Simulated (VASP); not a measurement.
# BN (lda) (P6_3/mmc) in VASP: a series of runs

Runs on BN (lda). Level: LDA. Tasks: single point, relaxation of cell and atoms.

Everything below comes from runs of VASP 6.6.1. Logs are shortened: lines on timing, memory, paths and dates and some standing lists are left out, and cuts for length are marked.

### 1 The cell of the first run

The structure is hexagonal, space group P6_3/mmc (No. 194). The conventional cell has a = 2.489 Å, b = 2.489 Å, c = 6.532 Å, α = 90.00°, β = 90.00°, γ = 120.00°. B (site symmetry -6m2) has 3 N at 1.44 Å within 1.9 Å. N (site symmetry -6m2) has 3 B at 1.44 Å within 1.9 Å.

### 2 Single point, LDA

Input file INCAR:

```
SYSTEM = BN
PREC     = Accurate       ! precision mode
ENCUT    = 600            ! plane-wave cutoff, eV
EDIFF    = 1E-6           ! SCF threshold, eV
ISMEAR   = 0              ! smearing method
SIGMA    = 0.1            ! smearing width, eV
LREAL    = .False.        ! projectors in reciprocal space
LASPH    = .True.         ! aspherical terms in the spheres
NELM     = 120            ! most SCF steps
ALGO     = Normal         ! electronic algorithm
ISIF     = 2              ! what is computed and relaxed
LWAVE    = .False.        ! write WAVECAR
LCHARG   = .False.        ! write CHGCAR
NBANDS   = 16             ! bands
GGA_COMPAT= .False.
```

Input file KPOINTS:

```
Automatic mesh
0
Gamma
  9 9 4
  0 0 0
```

Input file POSCAR:

```
BN
1.0
    2.4888436504      0.0000000000      0.0000000000
   -1.2444218252      2.1554018273      0.0000000000
    0.0000000000      0.0000000000      6.5324323347
B N
2 2
Direct
    0.3333333333      0.6666666667      0.2500000000
    0.6666666667      0.3333333333      0.7500000000
    0.3333333333      0.6666666667      0.7500000000
    0.6666666667      0.3333333333      0.2500000000
```

Potentials or basis: VASP PAW LDA potentials, release 64 (B, N).

Launch:

```
$ cat potpaw_LDA.64/B/POTCAR potpaw_LDA.64/N/POTCAR > POTCAR
$ mpirun -np 1 vasp_std > vasp.out
```

OUTCAR:

```text
SYSTEM = BN
   PREC = Accurate
   ENCUT = 600
   EDIFF = 1E-6
   ISMEAR = 0
   LREAL = .False.
   LASPH = .True.
   NELM = 120
   ISIF = 2

 ion  position               nearest neighbor table
   1  0.333  0.667  0.250-   4 1.44   4 1.44   4 1.44
   2  0.667  0.333  0.750-   3 1.44   3 1.44   3 1.44
   3  0.333  0.667  0.750-   2 1.44   2 1.44   2 1.44
   4  0.667  0.333  0.250-   1 1.44   1 1.44   1 1.44

  LATTYP: Found a hexagonal cell.
 ALAT       =     2.4888436504
 C/A-ratio  =     2.6246856984

  Lattice vectors:

 A1 = (   2.4888436504,   0.0000000000,   0.0000000000)
 A2 = (  -1.2444218252,   2.1554018273,   0.0000000000)
 A3 = (   0.0000000000,   0.0000000000,   6.5324323347)

Analysis of symmetry for initial positions (statically):
=====================================================================
 Subroutine PRICEL returns:
 Original cell was already a primitive cell.

 Routine SETGRP: Setting up the symmetry group for a
 hexagonal supercell.

 Subroutine GETGRP returns: Found 24 space group operations
 (whereof 12 operations were pure point group operations)
 out of a pool of 24 trial point group operations.

The static configuration has the point symmetry D_3d.
 The point group associated with its full space group is D_6h.

Analysis of symmetry for dynamics (positions and initial velocities):
=====================================================================
 Subroutine PRICEL returns:
 Original cell was already a primitive cell.

 Routine SETGRP: Setting up the symmetry group for a
 hexagonal supercell.

 Subroutine GETGRP returns: Found 24 space group operations
 (whereof 12 operations were pure point group operations)
 out of a pool of 24 trial point group operations.

The dynamic configuration has the point symmetry D_3d.
 The point group associated with its full space group is D_6h.

 Subroutine INISYM returns: Found 24 space group operations
 (whereof 12 operations are pure point group operations),
 and found     1 'primitive' translations

----------------------------------------------------------------------------------------

                                     Primitive cell

  volume of cell :      35.0430

  direct lattice vectors                    reciprocal lattice vectors
     2.488843650  0.000000000  0.000000000     0.401793017  0.231975307  0.000000000
    -1.244421825  2.155401827  0.000000000     0.000000000  0.463950613  0.000000000
     0.000000000  0.000000000  6.532432335     0.000000000  0.000000000  0.153082336

  length of vectors
     2.488843650  2.488843650  6.532432335     0.463950613  0.463950613  0.153082336

  position of ions in fractional coordinates (direct lattice)
     0.333333333  0.666666667  0.250000000
     0.666666667  0.333333333  0.750000000
     0.333333333  0.666666667  0.750000000
     0.666666667  0.333333333  0.250000000

  ion indices of the primitive-cell ions
   primitive index   ion index
                 1           1
                 2           2
                 3           3
                 4           4

----------------------------------------------------------------------------------------

 KPOINTS: Automatic mesh

Automatic generation of k-mesh.
 Grid dimensions read from file:
 generate k-points for:    9    9    4

 Generating k-lattice:

  Cartesian coordinates                     Fractional coordinates (reciprocal lattice)
     0.044643669  0.025775034  0.000000000     0.111111111  0.000000000  0.000000000
     0.000000000  0.051550068  0.000000000     0.000000000  0.111111111  0.000000000
     0.000000000  0.000000000  0.038270584     0.000000000  0.000000000  0.250000000

  Length of vectors
     0.051550068  0.051550068  0.038270584

  Shift w.r.t. Gamma in fractional coordinates (k-lattice)
     0.000000000  0.000000000  0.000000000

 Subroutine IBZKPT returns following result:
 ===========================================

 Found     36 irreducible k-points:

 Following reciprocal coordinates:
            Coordinates               Weight
  0.000000  0.000000  0.000000      1.000000
  0.111111  0.000000  0.000000      6.000000
  0.222222  0.000000  0.000000      6.000000
  0.333333  0.000000  0.000000      6.000000
  0.444444  0.000000  0.000000      6.000000
  0.111111  0.111111  0.000000      6.000000
[... 16 lines left out ...]
  0.333333  0.222222  0.250000     24.000000
  0.333333  0.333333  0.250000      4.000000
 [... further k-points ...]
   k-points           NKPTS =     36   k-points in BZ     NKDIM =     36   number of bands    NBANDS=     16
   number of dos      NEDOS =    301   number of ions     NIONS =      4
   total plane-waves  NPLWV =  21600
   dimension x,y,z NGX =    20 NGY =   20 NGZ =   54
   dimension x,y,z NGXF=    40 NGYF=   40 NGZF=  108
   ions per type =               2   2
   NGX,Y,Z   is equivalent  to a cutoff of  13.36, 13.36, 13.74 a.u.
   NGXF,Y,Z  is equivalent  to a cutoff of  26.72, 26.72, 27.49 a.u.
 SYSTEM =  BN
   PREC   = accura    normal or accurate (medium, high low for compatibility)
   ISTART =      0    job   : 0-new  1-cont  2-samecut
   ICHARG =      2    charge: 1-file 2-atom 10-const
   ISPIN  =      1    spin polarized calculation?
   LNONCOLLINEAR =      F non collinear calculations
   LSORBIT =      F    spin-orbit coupling
   LASPH  =      T    aspherical Exc in radial PAW
   ENCUT  =  600.0 eV  44.10 Ry    6.64 a.u.   4.97  4.97 13.05*2*pi/ulx,y,z
   NELM   =    120;   NELMIN=  2; NELMDL= -5     # of ELM steps
   EDIFF  = 0.1E-05   stopping-criterion for ELM
   LREAL  =      F    real-space projection
   EDIFFG = 0.1E-04   stopping-criterion for IOM
   NSW    =      0    number of steps for IOM
   IBRION =     -1    ionic relax: 0-MD 1-quasi-New 2-CG
   NFREE  =      0    steps in history (QN), initial steepest desc. (CG)
   ISIF   =      2    stress and relaxation
   ISYM   =      2    0-nonsym 1-usesym 2-fastsym
   POTIM  = 0.5000    time-step for ionic-motion
   TEBEG  =    0.0;   TEEND  =   0.0 temperature during run
   PSTRESS=    0.0 pullay stress
   NELECT =      16.0000    total number of electrons
   NUPDOWN=      -1.0000    fix difference up-down
   EMIN   =  10.00;   EMAX   =-10.00  energy-range for DOS
   EFERMI =   0.00;   METHOD = LEGACY
   ISMEAR =     0;   SIGMA  =   0.10  broadening in eV -4-tet -1-fermi 0-gaus
   EFERMI_NEDOS =   21; number of points for ismear=-14 and -15
   IALGO  =     38    algorithm
   IMIX   =      4    mixing-type and parameters
     AMIX     =   0.40;   BMIX     =  1.00
     AMIX_MAG =   1.60;   BMIX_MAG =  1.00
  volume/ion in A,a.u.               =       8.76        59.12
  Fermi-wavevector in a.u.,A,eV,Ry     =   1.260611  2.382210 21.621577  1.589141
  Thomas-Fermi vector in A             =   2.394112
   LORBIT       =      0    0 simple, 1 ext, 2 COOP (PROOUT), +10 PAW based schemes
   GGA     = CA    functional components
   LHFCALC =     F    Hartree Fock is set to
   AEXX    =    0.0000 exact exchange contribution
   IVDW    =     0    specifies the selected vdW correction
   LEPSILON=     F    determine dielectric tensor
   LRPA    =     F    only Hartree local field effects (RPA)
 non-spin polarized calculation
 Gauss-broadening in eV      SIGMA  =   0.10
  energy-cutoff  :      600.00
  volume of cell :       35.04
 maximum number of plane-waves:      1197
 NGX is ok and might be reduce to    20
   NGX =  9   NGY =  9   NGZ = 27

 number of electron      16.0000002 magnetization

 Free energy of the ion-electron system (eV)
  ---------------------------------------------------
  ext. energy  EPLUGINS =         0.00000000
  ---------------------------------------------------
  free energy    TOTEN  =       -38.58513610 eV

  energy without entropy =      -38.58513610  energy(sigma->0) =      -38.58513610

 E-fermi :   2.8310     XC(G=0): -10.6615

 val. band max:        2.3612697879   @ k =   0.3333   0.3333   0.5000
 cond. band min:       6.5780166881   @ k =   0.4444   0.1111   0.0000
 fundamental gap:      4.2167469002
 Fermi energy:         2.8309992233

 k-point     1 :       0.0000    0.0000    0.0000
  band No.  band energies     occupation
      1     -15.3533      2.00000
      2     -14.9995      2.00000
      3      -4.1342      2.00000
      4      -1.7541      2.00000
      5       1.0417      2.00000
      6       1.0418      2.00000
[... 8 lines left out ...]
     15      15.0854      0.00000
     16      15.4433      0.00000

 k-point     2 :       0.1111    0.0000    0.0000
  band No.  band energies     occupation
      1     -15.1084      2.00000
      2     -14.7644      2.00000
      3      -3.7954      2.00000
      4      -1.4526      2.00000
      5       0.0917      2.00000
      6       0.1317      2.00000
[... 8 lines left out ...]
     15      15.1230      0.00000
     16      15.8190      0.00000

 k-point     3 :       0.2222    0.0000    0.0000
  band No.  band energies     occupation
      1     -14.3974      2.00000
      2     -14.0837      2.00000
      3      -2.8013      2.00000
      4      -2.1046      2.00000
      5      -2.0399      2.00000
      6      -0.5831      2.00000
[... 8 lines left out ...]
     15      17.6565      0.00000
     16      17.7862      0.00000

 k-point     4 :       0.3333    0.0000    0.0000
  band No.  band energies     occupation
      1     -13.3235      2.00000
      2     -13.0688      2.00000
      3      -4.5304      2.00000
      4      -4.4329      2.00000
      5      -1.2619      2.00000
      6      -1.2514      2.00000
[... 8 lines left out ...]
     15      18.0895      0.00000
     16      21.0281      0.00000
[... 324 lines left out ...]
 k-point    22 :       0.2222    0.2222    0.2500
  band No.  band energies     occupation
      1     -12.7069      2.00000
      2     -12.5522      2.00000
      3      -4.6941      2.00000
      4      -4.6845      2.00000
      5      -2.9100      2.00000
      6      -2.8695      2.00000
[... 8 lines left out ...]
     15      16.9261      0.00000
     16      18.3987      0.00000

 k-point    23 :       0.3333    0.2222    0.2500
  band No.  band energies     occupation
      1     -11.7845      2.00000
      2     -11.7089      2.00000
      3      -5.8685      2.00000
      4      -5.7991      2.00000
      5      -3.7620      2.00000
      6      -3.7097      2.00000
[... 8 lines left out ...]
     15      17.9615      0.00000
     16      19.3438      0.00000

 k-point    24 :       0.3333    0.3333    0.2500
  band No.  band energies     occupation
      1     -11.3925      2.00000
      2     -11.3925      2.00000
      3      -5.7589      2.00000
      4      -5.6261      2.00000
      5      -4.7093      2.00000
      6      -4.7093      2.00000
[... 8 lines left out ...]
     15      19.5172      0.00000
     16      20.1855      0.00000

 [... further k-points ...]
[... 5 lines left out ...]
  --------------------------------------------------------------------------------------
  -------------------------------------------------------------------------------------
  Total        0.1285089      0.1285089     -0.0944700      0.0000000      0.0000000      0.0000000
  in kB        5.8754772      5.8754772     -4.3192028      0.0000000      0.0000000      0.0000000
  external PRESSURE =       2.4772506 kB  Pullay stress =       0.0000000 kB

 VOLUME and BASIS-vectors are now :
 -----------------------------------------------------------------------------
  energy-cutoff  :      600.00
  volume of cell :       35.04
      direct lattice vectors                 reciprocal lattice vectors
     2.488843650  0.000000000  0.000000000     0.401793017  0.231975307  0.000000000
    -1.244421825  2.155401827  0.000000000     0.000000000  0.463950613  0.000000000
     0.000000000  0.000000000  6.532432335     0.000000000  0.000000000  0.153082336

 POSITION                                       TOTAL-FORCE (eV/Angst)
 -----------------------------------------------------------------------------------
     -0.00000      1.43693      1.63311        -0.000000      0.000000      0.000000
      1.24442      0.71847      4.89932         0.000000     -0.000000      0.000000
     -0.00000      1.43693      4.89932        -0.000000     -0.000000      0.000000
      1.24442      0.71847      1.63311        -0.000000      0.000000      0.000000
 -----------------------------------------------------------------------------------
    total drift:                               -0.000000      0.000000      0.000000

  FREE ENERGIE OF THE ION-ELECTRON SYSTEM (eV)
  ---------------------------------------------------
  free  energy   TOTEN  =       -38.5851360990 eV

  energy  without entropy=      -38.5851360990  energy(sigma->0) =      -38.58513610
```

It took 10 s on 1 thread of Intel Xeon 6975P-C (Granite Rapids), shared host; peak memory 0.14 GiB.

What came out:

```
Free energy            : -38.5851 eV
Pressure               : 0.2 GPa
Band gap on the k mesh : 4.22 eV, indirect (least direct gap 4.50 eV)
```

A k mesh can miss the band edges. A hybrid or GW would open this gap; LDA tends to underestimate it.

### 3 Single point, LDA

This run uses another cell than the first one, of 8.71 Å³/atom, 0.994 times its volume.

Input file INCAR:

```
SYSTEM = BN
ALGO = Normal ; EDIFF = 1E-6
ENCUT = 600 ; GGA_COMPAT = .FALSE.
ISIF = 2 ; ISMEAR = 0
LASPH = .TRUE. ; LCHARG = .TRUE.
LELF = .TRUE. ; LREAL = .FALSE.
LVHAR = .TRUE. ; LWAVE = .FALSE.
NBANDS = 16 ; NELM = 120
PREC = Accurate ; SIGMA = 0.02
```

Input file KPOINTS:

```
k-points
0
G
  12 12 4
  0 0 0
```

Input file POSCAR:

```
BN
1.0
    2.4883253776      0.0000000000      0.0000000000
   -1.2441626888      2.1549529899      0.0000000000
    0.0000000000      0.0000000000      6.4943351826
B N
2 2
Direct
    0.3333333333      0.6666666667      0.2500000000
    0.6666666667      0.3333333333      0.7500000000
    0.3333333333      0.6666666667      0.7500000000
    0.6666666667      0.3333333333      0.2500000000
```

Potentials or basis: VASP PAW LDA potentials, release 64 (B, N).

Launch:

```
$ cat potpaw_LDA.64/B/POTCAR potpaw_LDA.64/N/POTCAR > POTCAR
$ mpirun -np 1 vasp_std > vasp.out
```

Run time: 18 s. Hardware: 1 thread of Intel Xeon 6975P-C (Granite Rapids), shared host; peak memory 0.15 GiB.

Results (log left out):

```yaml
Free_energy: -38.5851 eV
Pressure: 0.5 GPa
Band_gap_on_the_k_mesh: 4.05 eV, indirect (least direct gap 4.47 eV)
```

Stress tensor (GPa, compression positive):
```
 0.84  0.00  0.00
 0.00  0.84  0.00
 0.00  0.00 -0.27
```

Levels at points of the mesh, in eV from the valence-band top:
| k point | band 6 | band 7 | band 8 | band 9 | band 10 | band 11 |
| --- | --- | --- | --- | --- | --- | --- |
| (0.00, 0.00, 0.00) | -1.34 | -1.29 | -1.29 | 5.07 | 10.36 | 11.56 |
| (0.50, 0.00, 0.00) | -4.13 | -1.59 | -0.42 | 4.05 | 5.65 | 9.64 |
| (0.00, 0.00, 0.50) | -1.32 | -1.32 | -1.32 | 7.64 | 7.64 | 11.63 |
| (0.50, 0.00, 0.50) | -4.17 | -0.98 | -0.98 | 4.57 | 4.57 | 10.10 |

### 4 Relaxation of cell and atoms, LDA

Input file INCAR:

```
SYSTEM = BN
ALGO = Normal
EDIFF = 1E-7
EDIFFG = -0.002
ENCUT = 600
GGA = CA
GGA_COMPAT = .False.
IBRION = 2
ISIF = 3
ISMEAR = 0
LASPH = .True.
LCHARG = .False.
LREAL = .False.
LWAVE = .False.
NELM = 120
NELMIN = 4
NSW = 100
PREC = Accurate
SIGMA = 0.02
```

Input file KPOINTS:

```
k-points
0
Gamma
  12 12 4
  0 0 0
```

Input file POSCAR:

```
BN
1.0
    2.4888436504      0.0000000000      0.0000000000
   -1.2444218252      2.1554018273      0.0000000000
    0.0000000000      0.0000000000      6.5324323347
B N
2 2
Direct
    0.3333333333      0.6666666667      0.2500000000
    0.6666666667      0.3333333333      0.7500000000
    0.3333333333      0.6666666667      0.7500000000
    0.6666666667      0.3333333333      0.2500000000
```

Launch:

```
$ cat potpaw_LDA.64/B/POTCAR potpaw_LDA.64/N/POTCAR > POTCAR
$ mpirun -np 1 vasp_std > vasp.out
```

Run time: 62 s. Hardware: 1 thread of Intel Xeon 6975P-C (Granite Rapids), shared host; peak memory 0.15 GiB.

It converged, with:

```
Free energy                            : -38.5859 eV
Relaxed volume                         : 8.64 Å³/atom
Relaxed cell                           : a = 2.490 Å, b = 2.490 Å, c = 6.436 Å, α = 90.00°, β = 90.00°, γ = 120.00°
Space group after relaxing (to 0.05 Å) : P6_3/mmc (No. 194)
Energy gained by relaxing              : 0.2 meV/atom
Ionic steps                            : 10
Pressure after relaxing                : 0.0 GPa
Band gap on the k mesh                 : 4.03 eV, indirect (least direct gap 4.43 eV)
```

Step by step:
```
step  energy change (eV)  largest force (eV/Å)  pressure (GPa)  volume (Å³)
   1              0.0000                0.0000            0.26        35.04
   2              0.0001                0.0000           -0.91        35.11
   3             -0.0001                0.0000           -0.23        35.07
   4             -0.0002                0.0000           -0.21        35.03
   5             -0.0005                0.0000           -0.17        34.91
   6             -0.0007                0.0000           -0.08        34.66
   7             -0.0008                0.0000           -0.05        34.56
   8             -0.0008                0.0000           -0.05        34.57
   9             -0.0007                0.0000            0.38        34.54
  10             -0.0008                0.0000            0.00        34.57
```

Final structure:
```
B N
1.0
     2.49021    0.00000    0.00000
    -1.24510    2.15658    0.00000
     0.00000    0.00000    6.43635
B N
2 2
Cartesian
  0.0000 1.4377 1.6091
  1.2451 0.7189 4.8273
  0.0000 1.4377 4.8273
  1.2451 0.7189 1.6091
```

Levels at points of the mesh, in eV from the valence-band top:
| k point | band 4 | band 5 | band 6 | band 7 | band 8 | band 9 | band 10 | band 11 | band 12 |
| --- | --- | --- | --- | --- | --- | --- | --- | --- | --- |
| (0.00, 0.00, 0.00) | -4.04 | -1.35 | -1.35 | -1.30 | -1.30 | 5.13 | 10.45 | 11.52 | 11.52 |
| (0.50, 0.00, 0.00) | -8.89 | -4.22 | -4.13 | -1.63 | -0.40 | 4.03 | 5.68 | 9.62 | 10.06 |
| (0.00, 0.00, 0.50) | -5.47 | -1.33 | -1.33 | -1.33 | -1.33 | 7.75 | 7.75 | 11.60 | 11.60 |
| (0.50, 0.00, 0.50) | -8.94 | -4.18 | -4.18 | -0.99 | -0.99 | 4.55 | 4.55 | 10.07 | 10.07 |

A k mesh can miss the band edges. LDA usually gives volumes a few per cent too small.

### 5 Overview

| task | cell | k mesh | smearing | gap on the mesh (eV) | pressure (GPa) |
| --- | --- | --- | --- | --- | --- |
| single point | a = 2.489, b = 2.489, c = 6.532 Å, angles 90.0, 90.0, 120.0°, 4 atoms | 9 × 9 × 4 | gaussian 0.1 eV | 4.22 | 0.2 |
| single point | a = 2.488, b = 2.488, c = 6.494 Å, angles 90.0, 90.0, 120.0°, 4 atoms | 12 × 12 × 4 | gaussian 0.02 eV | 4.05 | 0.5 |
| relaxation of cell and atoms | relaxed from a = 2.489, b = 2.489, c = 6.532 Å, angles 90.0, 90.0, 120.0°, 4 atoms | 12 × 12 × 4 | gaussian 0.02 eV | 4.03 | 0.0 |

Alike in all rows: level LDA; potentials or basis VASP PAW LDA potentials, release 64 (B, N); no spin polarisation; cutoff (eV) 600.

Absolute energies hang on the potentials; compare differences alone.
